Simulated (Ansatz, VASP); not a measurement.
## CrO2: VASP beside Ansatz

Contents of INCAR:

```
SYSTEM = CrO2
PREC     = Accurate       ! precision mode
ENCUT    = 600            ! plane-wave cutoff, eV
EDIFF    = 1E-6           ! SCF threshold, eV
ISMEAR   = 0              ! smearing method
SIGMA    = 0.1            ! smearing width, eV
LREAL    = .False.        ! projectors in reciprocal space
LASPH    = .True.         ! aspherical terms in the spheres
NELM     = 200            ! most SCF steps
ALGO     = Normal         ! electronic algorithm
ISIF     = 2              ! what is computed and relaxed
LWAVE    = .False.        ! write WAVECAR
LCHARG   = .False.        ! write CHGCAR
ISPIN    = 2              ! spin polarisation
MAGMOM   = 3 0 0          ! initial moments
LORBIT   = 11             ! projections on sites
LMAXMIX  = 4              ! l up to which the mixer works
GGA      = PE             ! functional
NBANDS   = 23             ! bands
GGA_COMPAT= .False.
```

KPOINTS

```
Automatic mesh
0
Gamma
  4 4 4
  0 0 0
```

Contents of POSCAR:

```
CrO2
1.0
    3.8852528500      0.0000000000      0.0000000000
    0.0000000000      3.8852528500      0.0000000000
    0.0000000000      0.0000000000      3.8852528500
Cr O
1 2
Direct
    0.0000000000      0.0000000000      0.0000000000
    0.5000000000      0.0000000000      0.0000000000
    0.0000000000      0.5000000000      0.0000000000
```

Input for Ansatz:

```yaml
crystal:
  lattice:
    - [3.88525285, 0.0, 0.0]
    - [0.0, 3.88525285, 0.0]
    - [0.0, 0.0, 3.88525285]
  atoms:
    - { symbol: Cr, position: [0.0, 0.0, 0.0], spin: 3.0 }
    - { symbol: O, position: [0.5, 0.0, 0.0] }
    - { symbol: O, position: [0.0, 0.5, 0.0] }
basis:
  ecutwfc: 420
kpoints:
  mp_grid: { grid: [4, 4, 4] }
hamiltonian:
  xc: pbe
scf:
  occupations: { method: gaussian, width: 0.1 }
  lower_state_search: "off"
output:
  forces: true
  stress: true
  eigenvalues: true
  populations: true
magnetization:
  spin_polarized: true
```

Change from the starting cell: ordered vacancies on the anion sites of rhenium trioxide (P4/mmm, No. 123).

Alike in both runs: task single point; functional PBE; k mesh 4 × 4 × 4; occupations gaussian, width 0.1 eV; collinear spin.

|  | VASP | Ansatz |
| --- | --- | --- |
| version | VASP 6.6.1 | Ansatz 0.2.0 |
| potentials or method | VASP PAW PBE potentials, release 64 (Cr_pv, O), cutoff 600 eV | scalar-relativistic, plane waves, PAW |
| valence electrons in the cell | 24 | 26 |

|  | VASP | Ansatz | Ansatz less VASP |
| --- | --- | --- | --- |
| gap on the k mesh at the Fermi level (eV) | none | none | - |
| pressure (GPa) | -17.3 | -17.5 | -0.21 |
| traceless stress, the component that is largest in VASP (GPa) | 17.86 | 18.31 | +0.446 |
| net moment per atom (μB) | 0.67 | 0.67 | 0.000 |
| size of the moment on the site where the two differ most (μB) | 2.52 | 2.06 | -0.458 |

Site moments also hang on the region over which each program counts them. A gap of «none» marks a metal or a gap that the smearing closes. VASP's potentials hold 24 valence electrons a cell and Ansatz's 26, so a difference there can come from the potentials and not from the codes.

The k mesh is coarse, so the values compare programs but aren't converged.
